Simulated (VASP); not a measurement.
A run of VASP 6.6.1:

Contents of INCAR:

```
PREC = Accurate
ENCUT = 520
EDIFF = 1E-6
ISMEAR = 0
SIGMA = 0.02
LREAL = False
LASPH = True
NELM = 80
ALGO = Normal
ISIF = 2
LWAVE = False
LCHARG = False
GGA = PE
NBANDS = 31
```

Contents of KPOINTS:

```
regular mesh
0
Gamma
  12 12 12
```

Contents of POSCAR:

```
MgZn2O3
1.0
   -1.6375777644      1.6375777644      6.8630585034
    1.6375777644     -1.6375777644      6.8630585034
    1.6375777644      1.6375777644     -6.8630585034
Mg Zn O
1 2 3
Direct
    0.5000000000      0.5000000000      0.0000000000
    0.8338746515      0.8338746515      0.0000000000
    0.1661253485      0.1661253485      0.0000000000
    0.4181908643      0.9181908643      0.5000000000
    0.0818091357      0.5818091357      0.5000000000
    0.7500000000      0.2500000000      0.5000000000
```

Potentials or basis: VASP PAW PBE potentials, release 64 (Mg, Zn, O).

Run with:

```sh
$ cat potpaw_PBE.64/Mg/POTCAR potpaw_PBE.64/Zn/POTCAR potpaw_PBE.64/O/POTCAR > POTCAR
$ mpirun -np 1 vasp_std > vasp.out
```

Hardware: 1 thread of Intel(R) Xeon(R) Platinum 8259CL CPU @ 2.50GHz (Skylake/Cascade Lake), with other jobs on the host.

**Question.** How long does it take, and how much memory?

**Answer.** Run time: 20 min on 1 thread of Intel(R) Xeon(R) Platinum 8259CL CPU @ 2.50GHz (Skylake/Cascade Lake), with other jobs on the host, peak memory 0.6 GiB. Counts: scf iterations 15, k points 163.
